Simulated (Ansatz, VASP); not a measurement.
## Ti: VASP beside Ansatz

Contents of INCAR:

```
SYSTEM = Ti
  ALGO = Fast
  EDIFF = 1E-7
  ENCUT = 520
  GGA = PE
  ISIF = 2
  ISMEAR = 0
  LASPH = .True.
  LCHARG = .True.
  LELF = .True.
  LREAL = .False.
  LVHAR = .True.
  LWAVE = .False.
  NBANDS = 19
  NELM = 60
  PREC = Accurate
  SIGMA = 0.15
```

File KPOINTS:

```
k-points
0
Gamma
  18 18 10
  0 0 0
```

Contents of POSCAR:

```
Ti
1.0
    3.1859976892      0.0000000000      0.0000000000
   -1.5929988446      2.7591549353      0.0000000000
    0.0000000000      0.0000000000      4.8734400000
Ti
2
Direct
    0.3333333333      0.6666666667      0.2500000000
    0.6666666667      0.3333333333      0.7500000000
```

Input for Ansatz:

```yaml
crystal:
  lattice:
    - [3.1859976892, 0.0, 0.0]
    - [-1.5929988446, 2.7591549353, 0.0]
    - [0.0, 0.0, 4.87344]
  atoms:
    - { symbol: Ti, position: [0.3333333333, 0.6666666667, 0.25] }
    - { symbol: Ti, position: [0.6666666667, 0.3333333333, 0.75] }
basis:
  ecutwfc: 420
kpoints:
  mp_grid: { grid: [18, 18, 10] }
hamiltonian:
  xc: pbe
scf:
  occupations: { method: gaussian, width: 0.15 }
output:
  forces: true
  stress: true
  eigenvalues: true
```

Change from the starting cell: strain +0.080 along x and y, +0.040 along z, atoms carried along.

Alike in both runs: task single point; functional PBE; k mesh 18 × 18 × 10; occupations gaussian, width 0.15 eV; no spin polarisation.

```csv
,VASP,Ansatz
version,VASP 6.6.1,Ansatz 0.2.0
potentials or method,"VASP PAW PBE potentials, release 64 (Ti_sv), cutoff 520 eV","scalar-relativistic, plane waves, PAW"
valence electrons in the cell,24,24
```

Ansatz gave:

* gap on the k mesh at the Fermi level (eV): none
* pressure (GPa): -15.7
* traceless stress, the component that is largest in VASP (GPa): 1.41

Question: Estimate VASP's values.

Answer: gap on the k mesh at the Fermi level (eV): none; pressure (GPa): -15.8; traceless stress, the component that is largest in VASP (GPa): 1.40.

A gap of «none» marks a metal or a gap that the smearing closes.
